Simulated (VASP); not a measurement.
Be2Ge, 3 atoms in the cell. The structure is cubic, space group Fm-3m (No. 225). Conventional cell: a = 5.357 Å, b = 5.357 Å, c = 5.357 Å, α = 90.00°, β = 90.00°, γ = 90.00°. Within 3.1 Å of Ge (site symmetry m-3m) lie 8 Be at 2.32 Å. Within 3.1 Å of Be (site symmetry -43m) lie 4 Ge at 2.32 Å and 6 Be at 2.68 Å. 

```yaml
Program: VASP 6.6.1
Task: single point
Functional: PBEsol
Potentials_or_basis: VASP PAW PBE potentials, release 64 (Ge_d, Be)
Cutoff: 520 eV
k_mesh: 6 × 6 × 6
Occupations: fermi-dirac, width 0.02 eV
Spin: no spin polarisation
Dipole_correction: no
Further_INCAR_settings: ALGO = Normal; EDIFF = 1e-06; NBANDS = 16
```

Potentials or basis: VASP PAW PBE potentials, release 64 (Ge_d, Be).

Command:

```console
$ cat potpaw_PBE.64/Ge_d/POTCAR potpaw_PBE.64/Be/POTCAR > POTCAR
$ mpirun -np 1 vasp_std > vasp.out
```

Hardware: 1 thread of Intel(R) Xeon(R) Platinum 8488C (Sapphire Rapids), with other jobs on the host.

How long does it take, and how much memory?

It took 6.6 s on 1 thread of Intel(R) Xeon(R) Platinum 8488C (Sapphire Rapids), with other jobs on the host, peak memory 0.15 GiB. Counts: scf iterations 12, k points 16.
